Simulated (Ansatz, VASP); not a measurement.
## One calculation of SnO, two programs

File INCAR:

```
SYSTEM = SnO
ALGO     = Normal         ! electronic algorithm
EDIFF    = 1E-6           ! SCF threshold, eV
ENCUT    = 520            ! plane-wave cutoff, eV
GGA      = PE             ! functional
ISIF     = 2              ! what is computed and relaxed
ISMEAR   = 0              ! smearing method
LASPH    = .TRUE.         ! aspherical terms in the spheres
LCHARG   = .FALSE.        ! write CHGCAR
LREAL    = .FALSE.        ! projectors in reciprocal space
LWAVE    = .FALSE.        ! write WAVECAR
NBANDS   = 28             ! bands
NELM     = 100            ! most SCF steps
PREC     = Accurate       ! precision mode
SIGMA    = 0.01           ! smearing width, eV
```

Contents of KPOINTS:

```
k-points
0
G
  10 10 8
  0 0 0
```

File POSCAR:

```
SnO
1.0
    4.0229933374      0.0000000000      0.0000000000
    0.0000000000      3.7307297782      0.0000000000
    0.0000000000      0.0000000000      5.0824455426
Sn O
2 2
Direct
    0.0000000000      0.5000000000      0.2272965625
    0.5000000000      0.0000000000      0.7727034375
    0.5000000000      0.5000000000      0.0138044462
    0.0000000000      0.0000000000     -0.0138044462
```

Input for Ansatz:

```yaml
crystal:
  lattice:
    - [4.0229933374, 0.0, 0.0]
    - [0.0, 3.7307297782, 0.0]
    - [0.0, 0.0, 5.0824455426]
  atoms:
    - { symbol: Sn, position: [0.0, 0.5, 0.2272965625] }
    - { symbol: Sn, position: [0.5, 0.0, 0.7727034375] }
    - { symbol: O, position: [0.5, 0.5, 0.0138044462] }
    - { symbol: O, position: [0.0, 0.0, -0.0138044462] }
basis:
  ecutwfc: 420
kpoints:
  mp_grid: { grid: [10, 10, 8] }
  band_path: { path: [VBM, CBM], npoints: 2 }
hamiltonian:
  xc: pbe
scf:
  occupations: { method: gaussian, width: 0.01 }
output:
  forces: true
  stress: true
  eigenvalues: true
checkpoint:
  read: start.run
  write: ck
  compress: false
  write_wavefunctions: false
  write_every: 100000
```

Alike in both runs: task single point; functional PBE; k mesh 10 × 10 × 8; occupations gaussian, width 0.01 eV; no spin polarisation.

|  | VASP | Ansatz |
| --- | --- | --- |
| version | VASP 6.6.1 | Ansatz 0.2.0 |
| potentials or method | VASP PAW PBE potentials, release 64 (Sn_d, O), cutoff 520 eV | scalar-relativistic, plane waves, PAW |
| valence electrons in the cell | 40 | 40 |

```csv
,VASP,Ansatz,Ansatz less VASP
gap on the k mesh at the Fermi level (eV),0.54,0.54,-0.005
least direct gap on the mesh (eV),1.98,2.01,+0.030
pressure (GPa),0.0,-0.2,-0.18
"traceless stress, the component that is largest in VASP (GPa)",-0.50,-0.46,+0.043
rms of the force components (eV/Å),0.032,0.000,-0.0316
```

Atom by atom the forces differ by 0.032 eV/Å (rms over components).
